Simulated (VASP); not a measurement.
GaP: single point with PBE

Crystal: GaP.

```
Ga P
1.0
     0.00000    2.72581    2.72581
     2.72581    0.00000    2.72581
     2.72581    2.72581    0.00000
Ga P
1 1
Cartesian
  0.0000 0.0000 0.0000
  1.3629 1.3629 1.3629
```

```yaml
Program: VASP 6.6.1
Task: single point
Functional: PBE
Potentials_or_basis: VASP PAW PBE potentials, release 64 (Ga_d, P)
Cutoff: 520 eV
k_mesh: 6 × 6 × 6
Occupations: gaussian, width 0.1 eV
Spin: no spin polarisation
Dipole_correction: no
Further_INCAR_settings: ALGO = Normal; EDIFF = 1e-07; NBANDS = 16
```

The pressure is 2.5 GPa and the band gap on the k mesh is 1.65 eV, indirect (least direct gap 1.82 eV).

Levels at points of the mesh, in eV from the valence-band top:
| k point | band 7 | band 8 | band 9 | band 10 | band 11 | band 12 |
| --- | --- | --- | --- | --- | --- | --- |
| (0.00, 0.00, 0.00) | 0.00 | 0.00 | 0.00 | 1.82 | 3.88 | 3.88 |
| (0.50, 0.00, 0.00) | -6.63 | -1.12 | -1.12 | 1.67 | 4.72 | 4.72 |
| (0.50, 0.50, 0.00) | -6.75 | -2.68 | -2.68 | 1.65 | 1.82 | 10.59 |

Wall time 6.9 s on 1 thread of Intel(R) Xeon(R) 6975P-C (Granite Rapids) (shared host), peak memory 0.17 GiB.

A k mesh can miss the band edges.
